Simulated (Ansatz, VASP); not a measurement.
# One calculation of MgO, two programs

```xyz
8
Lattice="3.2805 0.0000 0.0000 -1.6403 2.8410 0.0000 0.0000 0.0000 10.5139" Properties=species:S:1:pos:R:3 pbc="T T T"
Mg    0.0000    1.6740   10.1931
Mg    0.0000    0.1534    2.3217
Mg    0.0000   -0.1534    7.5786
Mg    1.6403    1.1670    4.9362
O     0.0000    1.7281    8.2013
O     0.0000    0.2013    5.5686
O     0.0000   -0.2013    0.3117
O     1.6403    1.1129    2.9443
```

Change from the starting cell: mode 4 frozen in at +0.000 Å and mode 5 at -0.220 Å (largest displacements).

Alike in both runs: task single point; functional PBE; k mesh 9 × 9 × 2; occupations gaussian, width 0.05 eV; no spin polarisation.

|  | VASP | Ansatz |
| --- | --- | --- |
| version | VASP 6.6.1 | Ansatz 0.2.0 |
| potentials or method | VASP PAW PBE potentials, release 64 (Mg, O), cutoff 520 eV | scalar-relativistic, plane waves, PAW |
| valence electrons in the cell | 32 | 64 |

|  | VASP | Ansatz | Ansatz less VASP |
| --- | --- | --- | --- |
| gap on the k mesh at the Fermi level (eV) | 3.28 | 3.30 | +0.020 |
| least direct gap on the mesh (eV) | 3.28 | 3.30 | +0.020 |
| pressure (GPa) | -0.7 | -0.3 | +0.43 |
| traceless stress, the component that is largest in VASP (GPa) | -1.86 | -1.83 | +0.030 |
| rms of the force components (eV/Å) | 0.136 | 0.135 | -0.0017 |

Atom by atom the forces differ by 0.002 eV/Å (rms over components). VASP's potentials hold 32 valence electrons a cell and Ansatz's 64, so a difference there can come from the potentials and not from the codes.
